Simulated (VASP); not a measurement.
Set up this calculation in VASP 6.6.1, as the native input.

```
Task                   : single point
Functional             : PBE
Potentials or basis    : VASP PAW PBE potentials, release 64 (Te, W_sv)
Cutoff                 : 500 eV
k mesh                 : 6 × 6 × 5
Occupations            : gaussian, width 0.2 eV
Spin                   : no spin polarisation
Dipole correction      : no
Further INCAR settings : ALGO = Normal; EDIFF = 1e-06; NBANDS = 17
```

The structure of TeW lies in POSCAR:

```
TeW
1.0
    3.9535910768      0.0000000000      0.0000000000
    0.0000000000      3.9535910768      0.0000000000
    0.0000000000      0.0000000000      2.8464863353
Te W
1 1
Direct
    0.0000000000      0.0000000000      0.5000000000
    0.5000000000      0.5000000000      0.5000000000
```

The cell was generated, and may not be a known phase.

One way to write it, as run:

INCAR

```
SYSTEM = TeW
PREC = Accurate
ENCUT = 500
EDIFF = 1E-6
ISMEAR = 0
SIGMA = 0.2
LREAL = .FALSE.
LASPH = .TRUE.
NELM = 120
ALGO = Normal
ISIF = 2
LWAVE = .FALSE.
LCHARG = .TRUE.
GGA = PE
LELF = .TRUE.
LVHAR = .TRUE.
NBANDS = 17
GGA_COMPAT = .FALSE.
```

KPOINTS

```
regular mesh
0
G
  6 6 5
  0 0 0
```

Potentials or basis: VASP PAW PBE potentials, release 64 (Te, W_sv).

Run with:

```sh
$ cat potpaw_PBE.64/Te/POTCAR potpaw_PBE.64/W_sv/POTCAR > POTCAR
$ mpirun -np 1 vasp_std > vasp.out
```

It gave:

```yaml
Pressure: 0.3 GPa
Band_gap_on_the_k_mesh: zero (bands 10 and 11 overlap by 2.07 eV)
```

Caveat: the k points lie up to 0.44 Å⁻¹ apart, too coarse for converged energies and pressures of a metal; spin-orbit coupling is left out, which moves the levels of the heavy elements.

It took 13 s on 1 thread of AMD EPYC 7R13 Processor (Zen 3) (shared host), peak memory 0.13 GiB.
